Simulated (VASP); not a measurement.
A run of VASP 6.6.1 is set up as follows.

Contents of INCAR:

```
ALGO = Normal ; DIPOL = 0.5 0.5 0.254
EDIFF = 1E-6 ; ENCUT = 520
GGA = PE ; IDIPOL = 3
ISIF = 2 ; ISMEAR = 0
ISPIN = 2 ; IVDW = 12
LASPH = True ; LCHARG = False
LDIPOL = True ; LORBIT = 11
LREAL = False ; LWAVE = False
MAGMOM = 0 0 0 0 0 0 0 0 1 ; NBANDS = 30
NELM = 150 ; PREC = Accurate
SIGMA = 0.1
```

The input KPOINTS:

```
k-points
0
Gamma
  6 6 1
```

File POSCAR:

```
HC8
1.0
    4.9313048824     -0.0000000001      0.0000000000
   -2.4656524412      4.2706353020      0.0000000000
    0.0000000000      0.0000000000     17.0000331944
C H
8 1
Direct
    0.3333333333      0.1666666667      0.2352956108
    0.3333333333      0.6666666667      0.2352956108
    0.8333333333      0.1666666667      0.2352956108
    0.8333333333      0.6666666667      0.2352956108
    0.1666666667      0.3333333333      0.2352936582
    0.1666666667      0.8333333333      0.2352936582
    0.6666666667      0.3333333333      0.2352936582
    0.6666666667      0.8333333333      0.2352936582
    0.5833333333      0.1666666667      0.4017658740
```

Potentials or basis: VASP PAW PBE potentials, release 64 (C, H).

The run is started by

```console
$ cat potpaw_PBE.64/C/POTCAR potpaw_PBE.64/H/POTCAR > POTCAR
$ mpirun -np 1 vasp_std > vasp.out
```

(1) Estimate the net moment.

(2) Estimate the site moments.

(3) What does it give for the largest force?

Answers

(1) 1.00 μB per cell.

(2) C +0.00, -0.00 (each value once); H +0.38 μB.

(3) 0.027 eV/Å.
